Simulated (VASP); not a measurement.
# TaRh3 (Pm-3m) in VASP: a series of runs

The runs below take TaRh3 through single point, relaxation of cell and atoms, with LDA.

All numbers are computed with VASP 6.6.1; they aren't measurements. Logs are shortened: lines on timing, memory, paths and dates and some standing lists are left out, and cuts for length are marked.

## Step 1: The cell of the first run

The structure is cubic, space group Pm-3m (No. 221). The conventional cell has a = 3.820 Å, b = 3.820 Å, c = 3.820 Å, α = 90.00°, β = 90.00°, γ = 90.00°. Within 3.6 Å of Ta (site symmetry m-3m) lie 12 Rh at 2.70 Å. Within 3.6 Å of Rh (site symmetry 4/mmm) lie 4 Ta at 2.70 Å and 8 Rh at 2.70 Å.

## Step 2: Single point, LDA

The input, INCAR:

```
PREC     = Accurate       # precision mode
ENCUT    = 520            # plane-wave cutoff, eV
EDIFF    = 1E-6           # SCF threshold, eV
ISMEAR   = 1              # smearing method
SIGMA    = 0.1            # smearing width, eV
LREAL    = F              # projectors in reciprocal space
LASPH    = T              # aspherical terms in the spheres
NELM     = 100            # most SCF steps
ALGO     = Normal         # electronic algorithm
ISIF     = 2              # what is computed and relaxed
LWAVE    = F              # write WAVECAR
LCHARG   = F              # write CHGCAR
NBANDS   = 36             # bands
```

The input, KPOINTS:

```
Automatic mesh
0
Gamma
  12 12 12
```

The input, POSCAR:

```
TaRh3
1.0
    3.8196519099      0.0000000000      0.0000000000
    0.0000000000      3.8196519099      0.0000000000
    0.0000000000      0.0000000000      3.8196519099
Ta Rh
1 3
Direct
    0.0000000000      0.0000000000      0.0000000000
    0.0000000000      0.5000000000      0.5000000000
    0.5000000000      0.0000000000      0.5000000000
    0.5000000000      0.5000000000      0.0000000000
```

Potentials or basis: VASP PAW LDA potentials, release 64 (Ta_pv, Rh_pv).

Launch:

```sh
cat potpaw_LDA.64/Ta_pv/POTCAR potpaw_LDA.64/Rh_pv/POTCAR > POTCAR
mpirun -np 1 vasp_std > vasp.out
```

OUTCAR:

```text
PREC = Accurate
   ENCUT = 520
   EDIFF = 1E-6
   ISMEAR = 1
   LREAL = F
   LASPH = T
   NELM = 100
   ISIF = 2

 ion  position               nearest neighbor table
   1  0.000  0.000  0.000-   2 2.70   3 2.70   4 2.70   2 2.70   3 2.70   2 2.70   4 2.70   2 2.70
                             3 2.70   4 2.70   3 2.70   4 2.70
   2  0.000  0.500  0.500-   1 2.70   3 2.70   4 2.70   1 2.70   4 2.70   1 2.70   3 2.70   1 2.70
                             3 2.70   4 2.70   4 2.70   3 2.70
   3  0.500  0.000  0.500-   1 2.70   2 2.70   4 2.70   1 2.70   4 2.70   2 2.70   4 2.70   4 2.70
                             1 2.70   2 2.70   1 2.70   2 2.70
   4  0.500  0.500  0.000-   1 2.70   2 2.70   3 2.70   2 2.70   3 2.70   1 2.70   3 2.70   3 2.70
                             1 2.70   2 2.70   2 2.70   1 2.70

  LATTYP: Found a simple cubic cell.
 ALAT       =     3.8196519099

  Lattice vectors:

 A1 = (   3.8196519099,   0.0000000000,   0.0000000000)
 A2 = (   0.0000000000,   3.8196519099,   0.0000000000)
 A3 = (   0.0000000000,   0.0000000000,   3.8196519099)

Analysis of symmetry for initial positions (statically):
=====================================================================
 Subroutine PRICEL returns:
 Original cell was already a primitive cell.

 Routine SETGRP: Setting up the symmetry group for a
 simple cubic supercell.

 Subroutine GETGRP returns: Found 48 space group operations
 (whereof 48 operations were pure point group operations)
 out of a pool of 48 trial point group operations.

The static configuration has the point symmetry O_h .

Analysis of symmetry for dynamics (positions and initial velocities):
=====================================================================
 Subroutine PRICEL returns:
 Original cell was already a primitive cell.

 Routine SETGRP: Setting up the symmetry group for a
 simple cubic supercell.

 Subroutine GETGRP returns: Found 48 space group operations
 (whereof 48 operations were pure point group operations)
 out of a pool of 48 trial point group operations.

The dynamic configuration has the point symmetry O_h .

 Subroutine INISYM returns: Found 48 space group operations
 (whereof 48 operations are pure point group operations),
 and found     1 'primitive' translations

----------------------------------------------------------------------------------------

                                     Primitive cell

  volume of cell :      55.7277

  direct lattice vectors                    reciprocal lattice vectors
     3.819651910  0.000000000  0.000000000     0.261803961  0.000000000  0.000000000
     0.000000000  3.819651910  0.000000000     0.000000000  0.261803961  0.000000000
     0.000000000  0.000000000  3.819651910     0.000000000  0.000000000  0.261803961

  length of vectors
     3.819651910  3.819651910  3.819651910     0.261803961  0.261803961  0.261803961

  position of ions in fractional coordinates (direct lattice)
     0.000000000  0.000000000  0.000000000
     0.000000000  0.500000000  0.500000000
     0.500000000  0.000000000  0.500000000
     0.500000000  0.500000000  0.000000000

  ion indices of the primitive-cell ions
   primitive index   ion index
                 1           1
                 2           2
                 3           3
                 4           4

----------------------------------------------------------------------------------------

 KPOINTS: Automatic mesh

Automatic generation of k-mesh.
 Grid dimensions read from file:
 generate k-points for:   12   12   12

 Generating k-lattice:

  Cartesian coordinates                     Fractional coordinates (reciprocal lattice)
     0.021816997  0.000000000  0.000000000     0.083333333  0.000000000  0.000000000
     0.000000000  0.021816997  0.000000000     0.000000000  0.083333333  0.000000000
     0.000000000  0.000000000  0.021816997     0.000000000  0.000000000  0.083333333

  Length of vectors
     0.021816997  0.021816997  0.021816997

  Shift w.r.t. Gamma in fractional coordinates (k-lattice)
     0.000000000  0.000000000  0.000000000

 Subroutine IBZKPT returns following result:
 ===========================================

 Found     84 irreducible k-points:

 Following reciprocal coordinates:
            Coordinates               Weight
  0.000000  0.000000  0.000000      1.000000
  0.083333  0.000000  0.000000      6.000000
  0.166667  0.000000  0.000000      6.000000
  0.250000  0.000000  0.000000      6.000000
  0.333333  0.000000  0.000000      6.000000
  0.416667  0.000000  0.000000      6.000000
[... 16 lines left out ...]
  0.333333  0.333333  0.000000     12.000000
  0.416667  0.333333  0.000000     24.000000
 [... further k-points ...]
   k-points           NKPTS =     84   k-points in BZ     NKDIM =     84   number of bands    NBANDS=     36
   number of dos      NEDOS =    301   number of ions     NIONS =      4
   total plane-waves  NPLWV =  21952
   dimension x,y,z NGX =    28 NGY =   28 NGZ =   28
   dimension x,y,z NGXF=    56 NGYF=   56 NGZF=   56
   ions per type =               1   3
   NGX,Y,Z   is equivalent  to a cutoff of  12.19, 12.19, 12.19 a.u.
   NGXF,Y,Z  is equivalent  to a cutoff of  24.37, 24.37, 24.37 a.u.
 SYSTEM =  unknown system
   PREC   = accura    normal or accurate (medium, high low for compatibility)
   ISTART =      0    job   : 0-new  1-cont  2-samecut
   ICHARG =      2    charge: 1-file 2-atom 10-const
   ISPIN  =      1    spin polarized calculation?
   LNONCOLLINEAR =      F non collinear calculations
   LSORBIT =      F    spin-orbit coupling
   LASPH  =      T    aspherical Exc in radial PAW
   ENCUT  =  520.0 eV  38.22 Ry    6.18 a.u.   7.10  7.10  7.10*2*pi/ulx,y,z
   NELM   =    100;   NELMIN=  2; NELMDL= -5     # of ELM steps
   EDIFF  = 0.1E-05   stopping-criterion for ELM
   LREAL  =      F    real-space projection
   EDIFFG = 0.1E-04   stopping-criterion for IOM
   NSW    =      0    number of steps for IOM
   IBRION =     -1    ionic relax: 0-MD 1-quasi-New 2-CG
   NFREE  =      0    steps in history (QN), initial steepest desc. (CG)
   ISIF   =      2    stress and relaxation
   ISYM   =      2    0-nonsym 1-usesym 2-fastsym
   POTIM  = 0.5000    time-step for ionic-motion
   TEBEG  =    0.0;   TEEND  =   0.0 temperature during run
   PSTRESS=    0.0 pullay stress
   NELECT =      56.0000    total number of electrons
   NUPDOWN=      -1.0000    fix difference up-down
   EMIN   =  10.00;   EMAX   =-10.00  energy-range for DOS
   EFERMI =   0.00;   METHOD = LEGACY
   ISMEAR =     1;   SIGMA  =   0.10  broadening in eV -4-tet -1-fermi 0-gaus
   EFERMI_NEDOS =   21; number of points for ismear=-14 and -15
   IALGO  =     38    algorithm
   IMIX   =      4    mixing-type and parameters
     AMIX     =   0.40;   BMIX     =  1.00
     AMIX_MAG =   1.60;   BMIX_MAG =  1.00
  volume/ion in A,a.u.               =      13.93        94.02
  Fermi-wavevector in a.u.,A,eV,Ry     =   1.639760  3.098698 36.583536  2.688814
  Thomas-Fermi vector in A             =   2.730512
   LORBIT       =      0    0 simple, 1 ext, 2 COOP (PROOUT), +10 PAW based schemes
   GGA     = CA    functional components
   LHFCALC =     F    Hartree Fock is set to
   AEXX    =    0.0000 exact exchange contribution
   IVDW    =     0    specifies the selected vdW correction
   LEPSILON=     F    determine dielectric tensor
   LRPA    =     F    only Hartree local field effects (RPA)
 non-spin polarized calculation
 Methfessel and Paxton  Order N= 1 SIGMA  =   0.10
  energy-cutoff  :      520.00
  volume of cell :       55.73
 maximum number of plane-waves:      1518
   NGX = 15   NGY = 15   NGZ = 15

 number of electron      56.0000048 magnetization

 Free energy of the ion-electron system (eV)
  ---------------------------------------------------
  ext. energy  EPLUGINS =         0.00000000
  ---------------------------------------------------
  free energy    TOTEN  =       -41.37892214 eV

  energy without entropy =      -41.37707813  energy(sigma->0) =      -41.37830747

 E-fermi :  10.8364     XC(G=0): -14.2538

 val. band max:       10.8305230041   @ k =   0.4167   0.2500   0.0833
 cond. band min:      10.8369895317   @ k =   0.1667   0.1667   0.0000
 fundamental gap:      0.0064665275
 Fermi energy:        10.8364183766

 k-point     1 :       0.0000    0.0000    0.0000
  band No.  band energies     occupation
      1     -35.7599      2.00000
      2     -35.7599      2.00000
      3     -35.7599      2.00000
      4     -35.4992      2.00000
      5     -35.4992      2.00000
      6     -35.4992      2.00000
[... 28 lines left out ...]
     35      15.5418      0.00000
     36      15.5418      0.00000

 k-point     2 :       0.0833    0.0000    0.0000
  band No.  band energies     occupation
      1     -35.7550      2.00000
      2     -35.7550      2.00000
      3     -35.7523      2.00000
      4     -35.5006      2.00000
      5     -35.5006      2.00000
      6     -35.4997      2.00000
[... 28 lines left out ...]
     35      15.9759      0.00000
     36      15.9759      0.00000

 k-point     3 :       0.1667    0.0000    0.0000
  band No.  band energies     occupation
      1     -35.7408      2.00000
      2     -35.7408      2.00000
      3     -35.7301      2.00000
      4     -35.5053      2.00000
      5     -35.5053      2.00000
      6     -35.5012      2.00000
[... 28 lines left out ...]
     35      16.9042      0.00000
     36      16.9042      0.00000
[... 742 lines left out ...]
 k-point    23 :       0.3333    0.3333    0.0000
  band No.  band energies     occupation
      1     -35.7293      2.00000
      2     -35.6253      2.00000
      3     -35.6244      2.00000
      4     -35.5821      2.00000
      5     -35.5307      2.00000
      6     -35.4760      2.00000
[... 28 lines left out ...]
     35      16.6168      0.00000
     36      18.5386      0.00000

 k-point    24 :       0.4167    0.3333    0.0000
  band No.  band energies     occupation
      1     -35.7302      2.00000
      2     -35.6395      2.00000
      3     -35.5982      2.00000
      4     -35.5651      2.00000
      5     -35.5370      2.00000
      6     -35.5053      2.00000
[... 28 lines left out ...]
     35      16.7266      0.00000
     36      18.0679      0.00000

 [... further k-points ...]

------------------------ aborting loop because EDIFF is reached ----------------------------------------

  FORCE on cell =-STRESS in cart. coord.  units (eV):
  Direction    XX          YY          ZZ          XY          YZ          ZX
  --------------------------------------------------------------------------------------
  -------------------------------------------------------------------------------------
  Total        0.3624529      0.3624529      0.3624529     -0.0000000      0.0000000      0.0000000
  in kB       10.4205551     10.4205551     10.4205551     -0.0000000      0.0000000      0.0000000
  external PRESSURE =      10.4205551 kB  Pullay stress =       0.0000000 kB

 VOLUME and BASIS-vectors are now :
 -----------------------------------------------------------------------------
  energy-cutoff  :      520.00
  volume of cell :       55.73
      direct lattice vectors                 reciprocal lattice vectors
     3.819651910  0.000000000  0.000000000     0.261803961  0.000000000  0.000000000
     0.000000000  3.819651910  0.000000000     0.000000000  0.261803961  0.000000000
     0.000000000  0.000000000  3.819651910     0.000000000  0.000000000  0.261803961

 POSITION                                       TOTAL-FORCE (eV/Angst)
 -----------------------------------------------------------------------------------
      0.00000      0.00000      0.00000         0.000000      0.000000      0.000000
      0.00000      1.90983      1.90983         0.000000      0.000000      0.000000
      1.90983      0.00000      1.90983         0.000000      0.000000      0.000000
      1.90983      1.90983      0.00000         0.000000      0.000000      0.000000
 -----------------------------------------------------------------------------------
    total drift:                                0.000000      0.000000      0.000000

  FREE ENERGIE OF THE ION-ELECTRON SYSTEM (eV)
  ---------------------------------------------------
  free  energy   TOTEN  =       -41.3789221399 eV

  energy  without entropy=      -41.3770781300  energy(sigma->0) =      -41.37830747
```

Run time: 54 s. Hardware: 1 thread of AMD EPYC 9R45 (Zen 5), shared host; peak memory 0.21 GiB.

Results:

```
Free energy            : -41.3789 eV
Pressure               : 1.0 GPa
Band gap on the k mesh : zero (band 28 reaches 11.88 eV, above the bottom of band 29 at 9.78 eV)
```

Levels at points of the mesh, in eV from the Fermi level:
```tsv
k point	band 24	band 25	band 26	band 27	band 28	band 29	band 30	band 31	band 32	band 33
(0.00, 0.00, 0.00)	-0.54	0.48	1.04	1.04	1.04	3.27	3.27	3.44	3.44	3.44
(0.50, 0.00, 0.00)	-1.57	-1.49	-1.49	-1.36	-0.21	0.73	0.73	1.04	1.63	2.14
(0.50, 0.50, 0.00)	-2.50	-2.03	-1.84	-1.84	-1.27	-1.06	1.40	1.40	1.68	3.16
(0.50, 0.50, 0.50)	-2.38	0.58	0.58	0.58	0.70	0.95	0.95	0.95	2.92	2.92
```

Caveat: spin-orbit coupling is left out, which moves the levels of the heavy elements.

## Step 3: Relaxation of cell and atoms, LDA

This run uses another cell than the first one, of 14.38 Å³/atom, 1.032 times its volume.

The input, INCAR:

```
SYSTEM = TaRh3
PREC = Accurate
ENCUT = 600
EDIFF = 1E-7
ISMEAR = 1
SIGMA = 0.1
LREAL = .False.
LASPH = .True.
NELM = 100
ALGO = Normal
ISIF = 3
LWAVE = .False.
LCHARG = .False.
IBRION = 2
NSW = 80
EDIFFG = -0.01
```

The input, KPOINTS:

```
Automatic mesh
0
Gamma
  12 12 12
  0 0 0
```

The input, POSCAR:

```
TaRh3
1.0
    3.8600000000      0.0000000000      0.0000000000
    0.0000000000      3.8600000000      0.0000000000
    0.0000000000      0.0000000000      3.8600000000
Ta Rh
1 3
Direct
    0.0000000000      0.0000000000      0.0000000000
    0.0000000000      0.5000000000      0.5000000000
    0.5000000000      0.0000000000      0.5000000000
    0.5000000000      0.5000000000      0.0000000000
```

Potentials or basis: VASP PAW LDA potentials, release 64 (Ta_pv, Rh_pv).

Launch:

```sh
cat potpaw_LDA.64/Ta_pv/POTCAR potpaw_LDA.64/Rh_pv/POTCAR > POTCAR
mpirun -np 1 vasp_std > vasp.out
```

It took 4.1 min on 1 thread of AMD EPYC 9R45 (Zen 5), shared host; peak memory 0.26 GiB.

Results (log left out):

| Property | Result |
| --- | --- |
| Free energy | -41.3815 eV |
| Relaxed volume | 13.98 Å³/atom |
| Relaxed cell | a = 3.824 Å, b = 3.824 Å, c = 3.824 Å, α = 90.00°, β = 90.00°, γ = 90.00° |
| Space group after relaxing (to 0.05 Å) | Pm-3m (No. 221) |
| Energy gained by relaxing | 10.5 meV/atom |
| Ionic steps | 4 |
| Pressure after relaxing | 0.0 GPa |
| Band gap on the k mesh | zero (band 28 reaches 11.81 eV, above the bottom of band 29 at 9.73 eV) |

Step by step:
| step | energy change (eV) | largest force (eV/Å) | pressure (GPa) | volume (Å³) |
| --- | --- | --- | --- | --- |
| 1 | 0.0000 | 0.0000 | -8.18 | 57.51 |
| 2 | 0.3333 | 0.0000 | 30.16 | 51.61 |
| 3 | -0.0419 | 0.0000 | -0.29 | 55.97 |
| 4 | -0.0419 | 0.0000 | -0.03 | 55.92 |

Final structure:
```xyz
4
Lattice="3.8241 0.0000 0.0000 0.0000 3.8241 0.0000 0.0000 0.0000 3.8241" Properties=species:S:1:pos:R:3 pbc="T T T"
Ta    0.0000    0.0000    0.0000
Rh    0.0000    1.9120    1.9120
Rh    1.9120    0.0000    1.9120
Rh    1.9120    1.9120    0.0000
```

Levels at points of the mesh, in eV from the Fermi level:
| k point | band 26 | band 27 | band 28 | band 29 | band 30 | band 31 |
| --- | --- | --- | --- | --- | --- | --- |
| (0.00, 0.00, 0.00) | 1.03 | 1.03 | 1.03 | 3.26 | 3.26 | 3.43 |
| (0.50, 0.00, 0.00) | -1.49 | -1.36 | -0.21 | 0.73 | 0.73 | 1.04 |
| (0.50, 0.50, 0.00) | -1.83 | -1.83 | -1.26 | -1.05 | 1.40 | 1.40 |
| (0.50, 0.50, 0.50) | 0.57 | 0.57 | 0.70 | 0.95 | 0.95 | 0.95 |

Caveat: spin-orbit coupling is left out, which moves the levels of the heavy elements.

(Part 1 of 2 ends here.)
